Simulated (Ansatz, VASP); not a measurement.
# Two plane-wave programs on SiGe4

Contents of INCAR:

```
SYSTEM = SiGe4
ALGO = Normal ; EDIFF = 1E-7
ENCUT = 520 ; GGA = PE
ISIF = 2 ; ISMEAR = 0
LASPH = .True. ; LCHARG = .False.
LREAL = .False. ; LWAVE = .False.
NBANDS = 38 ; NELM = 60
PREC = Accurate ; SIGMA = 0.1
```

File KPOINTS:

```
k-points
0
Gamma
  18 18 4
  0 0 0
```

File POSCAR:

```
SiGe4
1.0
    2.8403582212      0.0000000000      0.0000000000
   -1.4201791106      2.4598223754      0.0000000000
    0.0000000000      0.0000000000     13.2367305998
Si Ge
1 4
Direct
    0.0000000000      0.0000000000      0.5000000000
    0.0000000000      0.0000000000      0.6935014514
    0.0000000000      0.0000000000      0.8976862951
    0.0000000000      0.0000000000      0.1023137049
    0.0000000000      0.0000000000      0.3064985486
```

Input for Ansatz:

```yaml
crystal:
  lattice:
    - [2.8403582212, 0.0, 0.0]
    - [-1.4201791106, 2.4598223754, 0.0]
    - [0.0, 0.0, 13.2367305998]
  atoms:
    - { symbol: Si, position: [0.0, 0.0, 0.5] }
    - { symbol: Ge, position: [0.0, 0.0, 0.6935014514] }
    - { symbol: Ge, position: [0.0, 0.0, 0.8976862951] }
    - { symbol: Ge, position: [0.0, 0.0, 0.1023137049] }
    - { symbol: Ge, position: [0.0, 0.0, 0.3064985486] }
basis:
  ecutwfc: 420
kpoints:
  mp_grid: { grid: [18, 18, 4] }
  band_path:
    path:
      - [[0.0, 0.0, 0.0], [0.5, 0.0, 0.0], [0.33333333, 0.33333333, 0.0], [0.0, 0.0, 0.0], [0.0, 0.0, 0.5], [0.5, 0.0, 0.5], [0.33333333, 0.33333333, 0.5], [0.0, 0.0, 0.5]]
      - [[0.5, 0.0, 0.5], [0.5, 0.0, 0.0]]
      - [[0.33333333, 0.33333333, 0.5], [0.33333333, 0.33333333, 0.0]]
    npoints: 14
hamiltonian:
  xc: pbe
scf:
  occupations: { method: gaussian, width: 0.1 }
  n_extra_bands: 12
output:
  forces: true
  stress: true
  eigenvalues: true
  populations: true
  dos: { projected: true, de: 0.02, nscf_kmesh: { grid: [22, 22, 5] } }
  bader: true
  write_density: true
  write_potential: true
  elf: true
  volumetric_format: npy
```

Alike in both runs: task single point; functional PBE; k mesh 18 × 18 × 4; occupations gaussian, width 0.1 eV; no spin polarisation.

```csv
,VASP,Ansatz
version,VASP 6.6.1,Ansatz 0.2.0
potentials or method,"VASP PAW PBE potentials, release 64 (Si, Ge_d), cutoff 520 eV","scalar-relativistic, plane waves, PAW"
valence electrons in the cell,60,60
```

```tsv
	VASP	Ansatz	Ansatz less VASP
gap on the k mesh at the Fermi level (eV)	none	none	-
pressure (GPa)	0.0	0.0	+0.02
```

A gap of «none» marks a metal or a gap that the smearing closes.
